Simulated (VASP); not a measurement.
# CdSe (Fm-3m) in VASP: a series of runs

CdSe is run at these levels: PBE; tasks: single point.

All numbers are computed with VASP 6.6.1; they aren't measurements. Logs are shortened: lines on timing, memory, paths and dates and some standing lists are left out, and cuts for length are marked.

**1. The cell of the first run**

The structure is cubic, space group Fm-3m (No. 225). Conventional cell: a = 5.498 Å, b = 5.498 Å, c = 5.498 Å, α = 90.00°, β = 90.00°, γ = 90.00°. Within 3.6 Å of Cd (site symmetry m-3m) lie 6 Se at 2.75 Å. Se (site symmetry m-3m) has 6 Cd at 2.75 Å within 3.6 Å.

**2. Single point, PBE (20.77 Å³/atom)**

The input, INCAR:

```
PREC = Accurate
ENCUT = 520
EDIFF = 1E-6
ISMEAR = 0
SIGMA = 0.1
LREAL = False
LASPH = True
NELM = 100
ALGO = Normal
ISIF = 2
LWAVE = False
LCHARG = False
GGA = PE
NBANDS = 16
```

The input, KPOINTS:

```
Automatic mesh
0
Gamma
  12 12 12
```

The input, POSCAR:

```
CdSe
1.0
    0.0000000000      2.7489247818      2.7489247818
    2.7489247818      0.0000000000      2.7489247818
    2.7489247818      2.7489247818      0.0000000000
Cd Se
1 1
Direct
    0.0000000000      0.0000000000      0.0000000000
    0.5000000000      0.5000000000      0.5000000000
```

Potentials or basis: VASP PAW PBE potentials, release 64 (Cd, Se).

The run is started by

```bash
cat potpaw_PBE.64/Cd/POTCAR potpaw_PBE.64/Se/POTCAR > POTCAR
mpirun -np 1 vasp_std > vasp.out
```

OUTCAR:

```text
PREC = Accurate
   ENCUT = 520
   EDIFF = 1E-6
   ISMEAR = 0
   LREAL = False
   LASPH = True
   NELM = 100
   ISIF = 2
   GGA = PE

 ion  position               nearest neighbor table
   1  0.000  0.000  0.000-   2 2.75   2 2.75   2 2.75   2 2.75   2 2.75   2 2.75
   2  0.500  0.500  0.500-   1 2.75   1 2.75   1 2.75   1 2.75   1 2.75   1 2.75

  LATTYP: Found a face centered cubic cell.
 ALAT       =     5.4978495636

  Lattice vectors:

 A1 = (   0.0000000000,   2.7489247818,   2.7489247818)
 A2 = (   2.7489247818,   0.0000000000,   2.7489247818)
 A3 = (   2.7489247818,   2.7489247818,   0.0000000000)

Analysis of symmetry for initial positions (statically):
=====================================================================
 Subroutine PRICEL returns:
 Original cell was already a primitive cell.

 Routine SETGRP: Setting up the symmetry group for a
 face centered cubic supercell.

 Subroutine GETGRP returns: Found 48 space group operations
 (whereof 48 operations were pure point group operations)
 out of a pool of 48 trial point group operations.

The static configuration has the point symmetry O_h .

Analysis of symmetry for dynamics (positions and initial velocities):
=====================================================================
 Subroutine PRICEL returns:
 Original cell was already a primitive cell.

 Routine SETGRP: Setting up the symmetry group for a
 face centered cubic supercell.

 Subroutine GETGRP returns: Found 48 space group operations
 (whereof 48 operations were pure point group operations)
 out of a pool of 48 trial point group operations.

The dynamic configuration has the point symmetry O_h .

 Subroutine INISYM returns: Found 48 space group operations
 (whereof 48 operations are pure point group operations),
 and found     1 'primitive' translations

----------------------------------------------------------------------------------------

                                     Primitive cell

  volume of cell :      41.5450

  direct lattice vectors                    reciprocal lattice vectors
     0.000000000  2.748924782  2.748924782    -0.181889298  0.181889298  0.181889298
     2.748924782  0.000000000  2.748924782     0.181889298 -0.181889298  0.181889298
     2.748924782  2.748924782  0.000000000     0.181889298  0.181889298 -0.181889298

  length of vectors
     3.887566708  3.887566708  3.887566708     0.315041506  0.315041506  0.315041506

  position of ions in fractional coordinates (direct lattice)
     0.000000000  0.000000000  0.000000000
     0.500000000  0.500000000  0.500000000

  ion indices of the primitive-cell ions
   primitive index   ion index
                 1           1
                 2           2

----------------------------------------------------------------------------------------

 KPOINTS: Automatic mesh

Automatic generation of k-mesh.
 Grid dimensions read from file:
 generate k-points for:   12   12   12

 Generating k-lattice:

  Cartesian coordinates                     Fractional coordinates (reciprocal lattice)
    -0.015157442  0.015157442  0.015157442     0.083333333  0.000000000  0.000000000
     0.015157442 -0.015157442  0.015157442     0.000000000  0.083333333  0.000000000
     0.015157442  0.015157442 -0.015157442     0.000000000  0.000000000  0.083333333

  Length of vectors
     0.026253459  0.026253459  0.026253459

  Shift w.r.t. Gamma in fractional coordinates (k-lattice)
     0.000000000  0.000000000  0.000000000

 Subroutine IBZKPT returns following result:
 ===========================================

 Found     72 irreducible k-points:

 Following reciprocal coordinates:
            Coordinates               Weight
  0.000000  0.000000  0.000000      1.000000
  0.083333  0.000000  0.000000      8.000000
  0.166667  0.000000  0.000000      8.000000
  0.250000  0.000000  0.000000      8.000000
  0.333333  0.000000  0.000000      8.000000
  0.416667  0.000000  0.000000      8.000000
[... 16 lines left out ...]
  0.500000  0.166667  0.000000     24.000000
 -0.416667  0.166667  0.000000     24.000000
 [... further k-points ...]
   k-points           NKPTS =     72   k-points in BZ     NKDIM =     72   number of bands    NBANDS=     16
   number of dos      NEDOS =    301   number of ions     NIONS =      2
   total plane-waves  NPLWV =  27000
   dimension x,y,z NGX =    30 NGY =   30 NGZ =   30
   dimension x,y,z NGXF=    60 NGYF=   60 NGZF=   60
   ions per type =               1   1
   NGX,Y,Z   is equivalent  to a cutoff of  12.83, 12.83, 12.83 a.u.
   NGXF,Y,Z  is equivalent  to a cutoff of  25.66, 25.66, 25.66 a.u.
 SYSTEM =  unknown system
   PREC   = accura    normal or accurate (medium, high low for compatibility)
   ISTART =      0    job   : 0-new  1-cont  2-samecut
   ICHARG =      2    charge: 1-file 2-atom 10-const
   ISPIN  =      1    spin polarized calculation?
   LNONCOLLINEAR =      F non collinear calculations
   LSORBIT =      F    spin-orbit coupling
   LASPH  =      T    aspherical Exc in radial PAW
   ENCUT  =  520.0 eV  38.22 Ry    6.18 a.u.   7.23  7.23  7.23*2*pi/ulx,y,z
   NELM   =    100;   NELMIN=  2; NELMDL= -5     # of ELM steps
   EDIFF  = 0.1E-05   stopping-criterion for ELM
   LREAL  =      F    real-space projection
   EDIFFG = 0.1E-04   stopping-criterion for IOM
   NSW    =      0    number of steps for IOM
   IBRION =     -1    ionic relax: 0-MD 1-quasi-New 2-CG
   NFREE  =      0    steps in history (QN), initial steepest desc. (CG)
   ISIF   =      2    stress and relaxation
   ISYM   =      2    0-nonsym 1-usesym 2-fastsym
   POTIM  = 0.5000    time-step for ionic-motion
   TEBEG  =    0.0;   TEEND  =   0.0 temperature during run
   PSTRESS=    0.0 pullay stress
   NELECT =      18.0000    total number of electrons
   NUPDOWN=      -1.0000    fix difference up-down
   EMIN   =  10.00;   EMAX   =-10.00  energy-range for DOS
   EFERMI =   0.00;   METHOD = LEGACY
   ISMEAR =     0;   SIGMA  =   0.10  broadening in eV -4-tet -1-fermi 0-gaus
   EFERMI_NEDOS =   21; number of points for ismear=-14 and -15
   IALGO  =     38    algorithm
   IMIX   =      4    mixing-type and parameters
     AMIX     =   0.40;   BMIX     =  1.00
     AMIX_MAG =   1.60;   BMIX_MAG =  1.00
  volume/ion in A,a.u.               =      20.77       140.18
  Fermi-wavevector in a.u.,A,eV,Ry     =   1.238776  2.340947 20.879040  1.534566
  Thomas-Fermi vector in A             =   2.373287
   LORBIT       =      0    0 simple, 1 ext, 2 COOP (PROOUT), +10 PAW based schemes
   GGA     = PE    functional components
   LHFCALC =     F    Hartree Fock is set to
   AEXX    =    0.0000 exact exchange contribution
   IVDW    =     0    specifies the selected vdW correction
   LEPSILON=     F    determine dielectric tensor
   LRPA    =     F    only Hartree local field effects (RPA)
 non-spin polarized calculation
 Gauss-broadening in eV      SIGMA  =   0.10
  energy-cutoff  :      520.00
  volume of cell :       41.54
 maximum number of plane-waves:      1139
 NGX is ok and might be reduce to    30
   NGX = 15   NGY = 15   NGZ = 15

 number of electron      18.0000006 magnetization

 Free energy of the ion-electron system (eV)
  ---------------------------------------------------
  ext. energy  EPLUGINS =         0.00000000
  ---------------------------------------------------
  free energy    TOTEN  =        -5.02516900 eV

  energy without entropy =       -5.02203039  energy(sigma->0) =       -5.02359969

 E-fermi :   3.5649     XC(G=0): -10.6533

 val. band max:        3.5598790338   @ k =   0.5000   0.4167   0.0000
 cond. band min:       3.9097311774   @ k =  -0.4167   0.5000   0.0833
 fundamental gap:      0.3498521436
 Fermi energy:         3.5648644627

 k-point     1 :       0.0000    0.0000    0.0000
  band No.  band energies     occupation
      1     -10.2621      2.00000
      2      -4.6977      2.00000
      3      -4.6977      2.00000
      4      -4.6777      2.00000
      5      -4.6777      2.00000
      6      -4.6777      2.00000
[... 8 lines left out ...]
     15      14.0144      0.00000
     16      14.0144      0.00000

 k-point     2 :       0.0833    0.0000    0.0000
  band No.  band energies     occupation
      1     -10.1973      2.00000
      2      -4.7196      2.00000
      3      -4.7196      2.00000
      4      -4.6851      2.00000
      5      -4.6662      2.00000
      6      -4.6662      2.00000
[... 8 lines left out ...]
     15      13.4030      0.00000
     16      13.7235      0.00000

 k-point     3 :       0.1667    0.0000    0.0000
  band No.  band energies     occupation
      1     -10.0109      2.00000
      2      -4.7830      2.00000
      3      -4.7830      2.00000
      4      -4.7097      2.00000
      5      -4.6299      2.00000
      6      -4.6299      2.00000
[... 8 lines left out ...]
     15      13.3688      0.00000
     16      13.4388      0.00000

 k-point     4 :       0.2500    0.0000    0.0000
  band No.  band energies     occupation
      1      -9.7293      2.00000
      2      -4.8677      2.00000
      3      -4.8677      2.00000
      4      -4.7590      2.00000
      5      -4.5790      2.00000
      6      -4.5790      2.00000
[... 8 lines left out ...]
     15      14.0082      0.00000
     16      14.0082      0.00000

 k-point     5 :       0.3333    0.0000    0.0000
  band No.  band energies     occupation
      1      -9.4058      2.00000
      2      -4.9498      2.00000
      3      -4.9498      2.00000
      4      -4.8403      2.00000
      5      -4.5274      2.00000
      6      -4.5274      2.00000
[... 8 lines left out ...]
     15      14.9610      0.00000
     16      14.9610      0.00000

 k-point     6 :       0.4167    0.0000    0.0000
  band No.  band energies     occupation
      1      -9.1309      2.00000
      2      -5.0083      2.00000
      3      -5.0083      2.00000
      4      -4.9371      2.00000
      5      -4.4890      2.00000
      6      -4.4890      2.00000
[... 8 lines left out ...]
     15      16.0726      0.00000
     16      16.0726      0.00000

 k-point     7 :       0.5000    0.0000    0.0000
  band No.  band energies     occupation
      1      -9.0192      2.00000
      2      -5.0293      2.00000
      3      -5.0293      2.00000
      4      -4.9853      2.00000
      5      -4.4749      2.00000
      6      -4.4749      2.00000
[... 8 lines left out ...]
     15      16.7742      0.00000
     16      16.7742      0.00000

 k-point     8 :       0.0833    0.0833    0.0000
  band No.  band energies     occupation
      1     -10.1770      2.00000
      2      -4.7520      2.00000
      3      -4.6903      2.00000
      4      -4.6886      2.00000
      5      -4.6656      2.00000
      6      -4.6656      2.00000
[... 8 lines left out ...]
     15      14.6370      0.00000
     16      14.6700      0.00000

 k-point     9 :       0.1667    0.0833    0.0000
  band No.  band energies     occupation
      1     -10.0350      2.00000
      2      -4.8144      2.00000
      3      -4.7197      2.00000
      4      -4.7043      2.00000
      5      -4.6444      2.00000
      6      -4.6288      2.00000
[... 8 lines left out ...]
     15      14.4729      0.00000
     16      14.5072      0.00000
[... 172 lines left out ...]
 k-point    19 :       0.1667    0.1667    0.0000
  band No.  band energies     occupation
      1      -9.9479      2.00000
      2      -4.8609      2.00000
      3      -4.7183      2.00000
      4      -4.6701      2.00000
      5      -4.6285      2.00000
      6      -4.6285      2.00000
[... 8 lines left out ...]
     15      15.9894      0.00000
     16      15.9894      0.00000

 k-point    20 :       0.2500    0.1667    0.0000
  band No.  band energies     occupation
      1      -9.7641      2.00000
      2      -4.9005      2.00000
      3      -4.7378      2.00000
      4      -4.7027      2.00000
      5      -4.5976      2.00000
      6      -4.5744      2.00000
[... 8 lines left out ...]
     15      15.7837      0.00000
     16      16.0030      0.00000

 k-point    21 :       0.3333    0.1667    0.0000
  band No.  band energies     occupation
      1      -9.5173      2.00000
      2      -4.9162      2.00000
      3      -4.7737      2.00000
      4      -4.7618      2.00000
      5      -4.5559      2.00000
      6      -4.5154      2.00000
[... 8 lines left out ...]
     15      15.9821      0.00000
     16      16.2487      0.00000

 k-point    22 :       0.4167    0.1667    0.0000
  band No.  band energies     occupation
      1      -9.2649      2.00000
      2      -4.8977      2.00000
      3      -4.8556      2.00000
      4      -4.7987      2.00000
      5      -4.5072      2.00000
      6      -4.4750      2.00000
[... 8 lines left out ...]
     15      16.5452      0.00000
     16      17.0623      0.00000

 k-point    23 :       0.5000    0.1667    0.0000
  band No.  band energies     occupation
      1      -9.0837      2.00000
      2      -4.9278      2.00000
      3      -4.8666      2.00000
      4      -4.8384      2.00000
      5      -4.4620      2.00000
      6      -4.4619      2.00000
[... 8 lines left out ...]
     15      17.0353      0.00000
     16      17.1808      0.00000

 k-point    24 :      -0.4167    0.1667    0.0000
  band No.  band energies     occupation
      1      -9.0448      2.00000
      2      -4.9742      2.00000
      3      -4.9174      2.00000
      4      -4.7944      2.00000
      5      -4.4775      2.00000
      6      -4.4353      2.00000
[... 8 lines left out ...]
     15      15.7949      0.00000
     16      16.5001      0.00000

 [... further k-points ...]

------------------------ aborting loop because EDIFF is reached ----------------------------------------

  FORCE on cell =-STRESS in cart. coord.  units (eV):
  Direction    XX          YY          ZZ          XY          YZ          ZX
  --------------------------------------------------------------------------------------
  -------------------------------------------------------------------------------------
  Total        2.8647604      2.8647604      2.8647604      0.0000000      0.0000000     -0.0000000
  in kB      110.4791489    110.4791489    110.4791489      0.0000000      0.0000000     -0.0000000
  external PRESSURE =     110.4791489 kB  Pullay stress =       0.0000000 kB

 VOLUME and BASIS-vectors are now :
 -----------------------------------------------------------------------------
  energy-cutoff  :      520.00
  volume of cell :       41.54
      direct lattice vectors                 reciprocal lattice vectors
     0.000000000  2.748924782  2.748924782    -0.181889298  0.181889298  0.181889298
     2.748924782  0.000000000  2.748924782     0.181889298 -0.181889298  0.181889298
     2.748924782  2.748924782  0.000000000     0.181889298  0.181889298 -0.181889298

 POSITION                                       TOTAL-FORCE (eV/Angst)
 -----------------------------------------------------------------------------------
      0.00000      0.00000      0.00000         0.000000      0.000000      0.000000
      2.74892      2.74892      2.74892        -0.000000      0.000000     -0.000000
 -----------------------------------------------------------------------------------
    total drift:                               -0.000000      0.000000      0.000000

  FREE ENERGIE OF THE ION-ELECTRON SYSTEM (eV)
  ---------------------------------------------------
  free  energy   TOTEN  =        -5.0251689952 eV

  energy  without entropy=       -5.0220303946  energy(sigma->0) =       -5.02359969
```

Wall time 55 s (1 thread of Intel Xeon 8259CL, shared host); peak memory 0.2 GiB.

What came out:

```yaml
Free_energy: -5.0252 eV
Pressure: 11.0 GPa
Band_gap_on_the_k_mesh: zero (bands 9 and 10 overlap by 0.48 eV)
```

Caveat: the cell stands under pressure; semilocal functionals underestimate gaps, so a narrow gap can read as zero.

(Part 1 of 2 ends here.)
